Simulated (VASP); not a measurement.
Input of a VASP 6.6.1 run:

The input INCAR:

```
SYSTEM = Te
PREC = Accurate
ENCUT = 520
EDIFF = 1E-7
ISMEAR = -1
SIGMA = 0.1
LREAL = .FALSE.
LASPH = .TRUE.
NELM = 80
ALGO = Normal
ISIF = 2
LWAVE = .FALSE.
LCHARG = .FALSE.
GGA = PS
NBANDS = 9
```

KPOINTS

```
Automatic mesh
0
G
  11 11 11
  0 0 0
```

The input POSCAR:

```
Te
1.0
   -1.8903252956      1.8903252956      1.8903252956
    1.8903252956     -1.8903252956      1.8903252956
    1.8903252956      1.8903252956     -1.8903252956
Te
1
Direct
    0.0000000000      0.0000000000      0.0000000000
```

Potentials or basis: VASP PAW PBE potentials, release 64 (Te).

The run is started by

```bash
$ cat potpaw_PBE.64/Te/POTCAR > POTCAR
$ mpirun -np 1 vasp_std > vasp.out
```

Task: Predict the pressure.

Result: 0.0 GPa.

Task: What does it give for the band gap on the k mesh?

Result: Zero (bands 3 and 4 overlap by 6.31 eV).

Caveat: the PAW data sets were made with another functional, which shifts forces and pressure a little; spin-orbit coupling is left out, which moves the levels of the heavy elements.
